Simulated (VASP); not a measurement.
# C (I4_1/amd) in VASP: a series of runs

Runs on C. Level: PBE. Tasks: single point.

Program: VASP 6.6.1. These are calculated values, not measurements. Logs are shortened: lines on timing, memory, paths and dates and some standing lists are left out, and cuts for length are marked.

## Step 1: The cell of the first run

It takes space group I4_1/amd (No. 141, tetragonal). The conventional cell has a = 2.522 Å, b = 2.522 Å, c = 3.674 Å, α = 90.00°, β = 90.00°, γ = 90.00°. C (site symmetry -4m2) has 4 C at 1.56 Å within 2.1 Å.

## Step 2: Single point, PBE (zz strain of +3 %)

INCAR

```
PREC     = Accurate       # precision mode
ENCUT    = 520            # plane-wave cutoff, eV
EDIFF    = 1E-7           # SCF threshold, eV
ISMEAR   = -1             # smearing method
SIGMA    = 0.08           # smearing width, eV
LREAL    = False          # projectors in reciprocal space
LASPH    = True           # aspherical terms in the spheres
NELM     = 100            # most SCF steps
ALGO     = Normal         # electronic algorithm
ISIF     = 2              # what is computed and relaxed
LWAVE    = False          # write WAVECAR
LCHARG   = False          # write CHGCAR
GGA      = PE             # functional
NBANDS   = 11             # bands
```

KPOINTS

```
Automatic mesh
0
Gamma
  20 20 20
```

POSCAR

```
C
1.0
    0.0000000000      1.7834000000      1.8369020000
    1.7834000000      0.0000000000      1.8369020000
    1.7834000000      1.7834000000      0.0000000000
C
2
Direct
    0.5000000000      0.5000000000      0.5000000000
    0.7500000000      0.7500000000      0.7500000000
```

Potentials or basis: VASP PAW PBE potentials, release 64 (C).

Started as:

```
> cat potpaw_PBE.64/C/POTCAR > POTCAR
> mpirun -np 1 vasp_std > vasp.out
```

OUTCAR:

```text
PREC = Accurate
   ENCUT = 520
   EDIFF = 1E-7
   ISMEAR = -1
   LREAL = False
   LASPH = True
   NELM = 100
   ISIF = 2
   GGA = PE

 ion  position               nearest neighbor table
   1  0.500  0.500  0.500-   2 1.56   2 1.56   2 1.56   2 1.56
   2  0.750  0.750  0.750-   1 1.56   1 1.56   1 1.56   1 1.56

  LATTYP: Found a body centered tetragonal cell.
 ALAT       =     2.5221084671
 C/A-ratio  =     1.4566399692

  Lattice vectors:

 A1 = (  -1.7834000000,   0.0000000000,   1.8369020000)
 A2 = (   1.7834000000,   0.0000000000,   1.8369020000)
 A3 = (   0.0000000000,   1.7834000000,  -1.8369020000)

Analysis of symmetry for initial positions (statically):
=====================================================================
 Subroutine PRICEL returns:
 Original cell was already a primitive cell.

 Routine SETGRP: Setting up the symmetry group for a
 body centered tetragonal supercell.

 Subroutine GETGRP returns: Found 16 space group operations
 (whereof  8 operations were pure point group operations)
 out of a pool of 16 trial point group operations.

The static configuration has the point symmetry D_2d.
 The point group associated with its full space group is D_4h.

Analysis of symmetry for dynamics (positions and initial velocities):
=====================================================================
 Subroutine PRICEL returns:
 Original cell was already a primitive cell.

 Routine SETGRP: Setting up the symmetry group for a
 body centered tetragonal supercell.

 Subroutine GETGRP returns: Found 16 space group operations
 (whereof  8 operations were pure point group operations)
 out of a pool of 16 trial point group operations.

The dynamic configuration has the point symmetry D_2d.
 The point group associated with its full space group is D_4h.

 Subroutine INISYM returns: Found 16 space group operations
 (whereof  8 operations are pure point group operations),
 and found     1 'primitive' translations

----------------------------------------------------------------------------------------

                                     Primitive cell

  volume of cell :      11.6846

  direct lattice vectors                    reciprocal lattice vectors
     0.000000000  1.783400000  1.836902000    -0.280363351  0.280363351  0.272197428
     1.783400000  0.000000000  1.836902000     0.280363351 -0.280363351  0.272197428
     1.783400000  1.783400000  0.000000000     0.280363351  0.280363351 -0.272197428

  length of vectors
     2.560219623  2.560219623  2.522108467     0.480935190  0.480935190  0.480935190

  position of ions in fractional coordinates (direct lattice)
     0.500000000  0.500000000  0.500000000
     0.750000000  0.750000000  0.750000000

  ion indices of the primitive-cell ions
   primitive index   ion index
                 1           1
                 2           2

----------------------------------------------------------------------------------------

 KPOINTS: Automatic mesh

Automatic generation of k-mesh.
 Grid dimensions read from file:
 generate k-points for:   20   20   20

 Generating k-lattice:

  Cartesian coordinates                     Fractional coordinates (reciprocal lattice)
    -0.014018168  0.014018168  0.013609871     0.050000000 -0.000000000  0.000000000
     0.014018168 -0.014018168  0.013609871    -0.000000000  0.050000000  0.000000000
     0.014018168  0.014018168 -0.013609871     0.000000000  0.000000000  0.050000000

  Length of vectors
     0.024046759  0.024046759  0.024046759

  Shift w.r.t. Gamma in fractional coordinates (k-lattice)
     0.000000000  0.000000000  0.000000000

 Subroutine IBZKPT returns following result:
 ===========================================

 Found    641 irreducible k-points:

 Following reciprocal coordinates:
            Coordinates               Weight
  0.000000  0.000000  0.000000      1.000000
  0.050000  0.000000  0.000000      8.000000
  0.100000 -0.000000  0.000000      8.000000
  0.150000  0.000000  0.000000      8.000000
  0.200000 -0.000000  0.000000      8.000000
  0.250000 -0.000000  0.000000      8.000000
[... 16 lines left out ...]
 -0.400000  0.050000  0.000000      8.000000
 -0.350000  0.050000  0.000000      8.000000
 [... further k-points ...]
   k-points           NKPTS =    641   k-points in BZ     NKDIM =    641   number of bands    NBANDS=     11
   number of dos      NEDOS =    301   number of ions     NIONS =      2
   total plane-waves  NPLWV =   8000
   dimension x,y,z NGX =    20 NGY =   20 NGZ =   20
   dimension x,y,z NGXF=    40 NGYF=   40 NGZF=   40
   ions per type =               2
   NGX,Y,Z   is equivalent  to a cutoff of  12.99, 12.99, 13.18 a.u.
   NGXF,Y,Z  is equivalent  to a cutoff of  25.97, 25.97, 26.37 a.u.
 SYSTEM =  unknown system
   PREC   = accura    normal or accurate (medium, high low for compatibility)
   ISTART =      0    job   : 0-new  1-cont  2-samecut
   ICHARG =      2    charge: 1-file 2-atom 10-const
   ISPIN  =      1    spin polarized calculation?
   LNONCOLLINEAR =      F non collinear calculations
   LSORBIT =      F    spin-orbit coupling
   LASPH  =      T    aspherical Exc in radial PAW
   ENCUT  =  520.0 eV  38.22 Ry    6.18 a.u.   4.76  4.76  4.69*2*pi/ulx,y,z
   NELM   =    100;   NELMIN=  2; NELMDL= -5     # of ELM steps
   EDIFF  = 0.1E-06   stopping-criterion for ELM
   LREAL  =      F    real-space projection
   EDIFFG = 0.1E-05   stopping-criterion for IOM
   NSW    =      0    number of steps for IOM
   IBRION =     -1    ionic relax: 0-MD 1-quasi-New 2-CG
   NFREE  =      0    steps in history (QN), initial steepest desc. (CG)
   ISIF   =      2    stress and relaxation
   ISYM   =      2    0-nonsym 1-usesym 2-fastsym
   POTIM  = 0.5000    time-step for ionic-motion
   TEBEG  =    0.0;   TEEND  =   0.0 temperature during run
   PSTRESS=    0.0 pullay stress
   NELECT =       8.0000    total number of electrons
   NUPDOWN=      -1.0000    fix difference up-down
   EMIN   =  10.00;   EMAX   =-10.00  energy-range for DOS
   EFERMI =   0.00;   METHOD = LEGACY
   ISMEAR =    -1;   SIGMA  =   0.08  broadening in eV -4-tet -1-fermi 0-gaus
   EFERMI_NEDOS =   21; number of points for ismear=-14 and -15
   IALGO  =     38    algorithm
   IMIX   =      4    mixing-type and parameters
     AMIX     =   0.40;   BMIX     =  1.00
     AMIX_MAG =   1.60;   BMIX_MAG =  1.00
  volume/ion in A,a.u.               =       5.84        39.43
  Fermi-wavevector in a.u.,A,eV,Ry     =   1.442891  2.726669 28.326455  2.081936
  Thomas-Fermi vector in A             =   2.561361
   LORBIT       =      0    0 simple, 1 ext, 2 COOP (PROOUT), +10 PAW based schemes
   GGA     = PE    functional components
[... 5 lines left out ...]
 non-spin polarized calculation
  energy-cutoff  :      520.00
  volume of cell :       11.68
 maximum number of plane-waves:       334
   NGX =  9   NGY =  9   NGZ =  9

 number of electron       8.0000000 magnetization

 Free energy of the ion-electron system (eV)
  ---------------------------------------------------
  ext. energy  EPLUGINS =         0.00000000
  ---------------------------------------------------
  free energy    TOTEN  =       -18.15792676 eV

  energy without entropy =      -18.15792676  energy(sigma->0) =      -18.15792676

 E-fermi :  10.8550     XC(G=0): -13.1040

 val. band max:        9.4577561291   @ k =   0.0000   0.0000   0.0000
 cond. band min:      13.1552241097   @ k =   0.3500   0.0000   0.3500
 fundamental gap:      3.6974679806
 Fermi energy:        10.8549583823

 k-point     1 :       0.0000    0.0000    0.0000
  band No.  band energies     occupation
      1     -11.7757      2.00000
      2       9.0072      2.00000
      3       9.4578      2.00000
      4       9.4578      2.00000
      5      14.7038      0.00000
      6      14.7038      0.00000
      7      15.0649      0.00000
      8      21.9507      0.00000
      9      28.2361      0.00000
     10      34.6545      0.00000
     11      35.5125      0.00000

 k-point     2 :       0.0500    0.0000    0.0000
  band No.  band energies     occupation
      1     -11.7078      2.00000
      2       8.7128      2.00000
      3       9.1586      2.00000
      4       9.3408      2.00000
      5      14.8625      0.00000
      6      14.9146      0.00000
      7      15.2898      0.00000
      8      22.0181      0.00000
      9      28.3560      0.00000
     10      33.5588      0.00000
     11      34.9483      0.00000

 k-point     3 :       0.1000   -0.0000    0.0000
  band No.  band energies     occupation
      1     -11.5043      2.00000
      2       7.6452      2.00000
      3       8.7431      2.00000
      4       9.0363      2.00000
      5      15.2822      0.00000
      6      15.3534      0.00000
      7      15.8597      0.00000
      8      22.2200      0.00000
      9      28.6765      0.00000
     10      32.3927      0.00000
     11      33.5912      0.00000

 k-point     4 :       0.1500    0.0000    0.0000
  band No.  band energies     occupation
      1     -11.1662      2.00000
      2       6.1638      2.00000
      3       8.2988      2.00000
      4       8.6359      2.00000
      5      15.8426      0.00000
      6      15.8575      0.00000
      7      16.4947      0.00000
      8      22.5488      0.00000
      9      29.0824      0.00000
     10      31.5713      0.00000
     11      32.5655      0.00000
[... 239 lines left out ...]
 k-point    22 :      -0.4500    0.0500    0.0000
  band No.  band energies     occupation
      1      -6.3504      2.00000
      2      -3.4001      2.00000
      3       5.9984      2.00000
      4       6.8303      2.00000
      5      17.3317      0.00000
      6      17.8636      0.00000
      7      18.1775      0.00000
      8      24.6884      0.00000
      9      30.4782      0.00000
     10      33.0553      0.00000
     11      34.1056      0.00000

 k-point    23 :      -0.4000    0.0500    0.0000
  band No.  band energies     occupation
      1      -7.2090      2.00000
      2      -2.2878      2.00000
      3       6.0205      2.00000
      4       7.0177      2.00000
      5      17.3669      0.00000
      6      17.7140      0.00000
      7      18.1936      0.00000
      8      24.5109      0.00000
      9      30.2175      0.00000
     10      33.0121      0.00000
     11      33.3855      0.00000

 k-point    24 :      -0.3500    0.0500    0.0000
  band No.  band energies     occupation
      1      -8.1508      2.00000
      2      -0.8762      2.00000
      3       6.1375      2.00000
      4       7.2785      2.00000
      5      17.3526      0.00000
      6      17.5055      0.00000
      7      18.1747      0.00000
      8      24.2101      0.00000
      9      29.9789      0.00000
     10      31.9540      0.00000
     11      33.5075      0.00000

 [... further k-points ...]
[... 5 lines left out ...]
  --------------------------------------------------------------------------------------
  -------------------------------------------------------------------------------------
  Total       -0.0590736     -0.0590736     -2.0589274      0.0000000     -0.0000000      0.0000000
  in kB       -8.1001043     -8.1001043   -282.3176950      0.0000000     -0.0000000      0.0000000
  external PRESSURE =     -99.5059678 kB  Pullay stress =       0.0000000 kB

 VOLUME and BASIS-vectors are now :
 -----------------------------------------------------------------------------
  energy-cutoff  :      520.00
  volume of cell :       11.68
      direct lattice vectors                 reciprocal lattice vectors
     0.000000000  1.783400000  1.836902000    -0.280363351  0.280363351  0.272197428
     1.783400000  0.000000000  1.836902000     0.280363351 -0.280363351  0.272197428
     1.783400000  1.783400000  0.000000000     0.280363351  0.280363351 -0.272197428

 POSITION                                       TOTAL-FORCE (eV/Angst)
 -----------------------------------------------------------------------------------
      1.78340      1.78340      1.83690        -0.000000     -0.000000      0.000000
      2.67510      2.67510      2.75535         0.000000      0.000000      0.000000
 -----------------------------------------------------------------------------------
    total drift:                                0.000000     -0.000000      0.000000

  FREE ENERGIE OF THE ION-ELECTRON SYSTEM (eV)
  ---------------------------------------------------
  free  energy   TOTEN  =       -18.1579267638 eV

  energy  without entropy=      -18.1579267638  energy(sigma->0) =      -18.15792676
```

Run time: 25 s. Hardware: 1 thread of Intel Xeon 6975P-C (Granite Rapids), shared host; peak memory 0.17 GiB.

What came out:

| Item | Value |
| --- | --- |
| Free energy | -18.1579 eV |
| Pressure | -10.0 GPa |
| Band gap on the k mesh | 3.70 eV, indirect (least direct gap 5.25 eV) |

Caveat: the cell differs from its parent crystal (zz strain of +3 %). A k mesh can miss the band edges.

## Step 3: Single point, PBE (equal xx and yy strain of +2 %)

INCAR

```
SYSTEM = C
ALGO     = Normal         ! electronic algorithm
EDIFF    = 1E-7           ! SCF threshold, eV
ENCUT    = 520            ! plane-wave cutoff, eV
GGA      = PE             ! functional
ISIF     = 2              ! what is computed and relaxed
ISMEAR   = -1             ! smearing method
LASPH    = .TRUE.         ! aspherical terms in the spheres
LCHARG   = .FALSE.        ! write CHGCAR
LREAL    = .FALSE.        ! projectors in reciprocal space
LWAVE    = .FALSE.        ! write WAVECAR
NBANDS   = 11             ! bands
NELM     = 60             ! most SCF steps
PREC     = Accurate       ! precision mode
SIGMA    = 0.08           ! smearing width, eV
```

KPOINTS

```
k-points
0
G
  20 20 20
  0 0 0
```

POSCAR

```
C
1.0
    0.0000000000      1.8190680000      1.7834000000
    1.8190680000      0.0000000000      1.7834000000
    1.8190680000      1.8190680000      0.0000000000
C
2
Direct
    0.5000000000      0.5000000000      0.5000000000
    0.7500000000      0.7500000000      0.7500000000
```

Potentials or basis: VASP PAW PBE potentials, release 64 (C).

Started as:

```
> cat potpaw_PBE.64/C/POTCAR > POTCAR
> mpirun -np 1 vasp_std > vasp.out
```

Run time: 26 s. Hardware: 1 thread of Intel Xeon 6975P-C (Granite Rapids), shared host; peak memory 0.17 GiB.

It converged, with:

```yaml
Free_energy: -18.1603 eV
Pressure: -13.9 GPa
Band_gap_on_the_k_mesh: 3.56 eV, indirect (least direct gap 5.13 eV)
```

Stress tensor (GPa, compression positive):
```
-19.64   0.00   0.00
  0.00 -19.64   0.00
  0.00   0.00  -2.36
```

Levels at points of the mesh, in eV from the valence-band top:
```
           k point  band 1  band 2  band 3  band 4  band 5  band 6  band 7  band 8
(0.00, 0.00, 0.00)  -21.14   -0.28   -0.28    0.00    5.13    5.38    5.38   12.24
(0.50, 0.00, 0.00)  -15.59  -13.13   -3.06   -2.72    7.80    8.03    8.50   15.14
(0.50, 0.50, 0.00)  -12.48  -12.48   -6.44   -6.44    4.19    4.19   16.09   16.09
(0.50, 0.00, 0.50)  -12.77  -12.77   -6.15   -6.15    4.64    4.64   15.97   15.97
```

Caveat: the cell differs from its parent crystal (equal xx and yy strain of +2 %). A k mesh can miss the band edges.
